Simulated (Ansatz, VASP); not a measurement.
# TaAs: VASP beside Ansatz

```xyz
4
Lattice="-1.7218 1.7218 5.8679 1.7218 -1.7218 5.8679 1.7218 1.7218 -5.8679" Properties=species:S:1:pos:R:3 pbc="T T T"
Ta    1.7218    0.0000    2.9342
Ta    0.0000    0.0000    5.8682
As    0.0000    1.7218    3.9031
As    0.0000    0.0000    0.9692
```

Alike in both runs: functional LDA; k mesh 9 × 9 × 9; occupations gaussian, width 0.05 eV; no spin polarisation.

Ansatz relaxed the structure, and its values are those at the end. VASP's run is a single point on that final structure, the one shown.

```csv
,VASP,Ansatz
version,VASP 6.6.1,Ansatz 0.2.0
potentials or method,"VASP PAW LDA potentials, release 64 (Ta_pv, As)","scalar-relativistic, plane waves, PAW"
plane-wave cutoff (eV),520,420
valence electrons in the cell,32,56
```

|  | VASP | Ansatz | Ansatz less VASP |
| --- | --- | --- | --- |
| pressure (GPa) | -6.5 | -7.5 | -0.98 |

LDA's correlation is that of Perdew and Zunger in VASP and of Perdew and Wang (1992) in Ansatz. VASP's potentials hold 32 valence electrons a cell and Ansatz's 56, so a difference there can come from the potentials and not from the codes. Ansatz's warnings: stress scf threshold loose.

Neither program's run includes spin-orbit coupling.
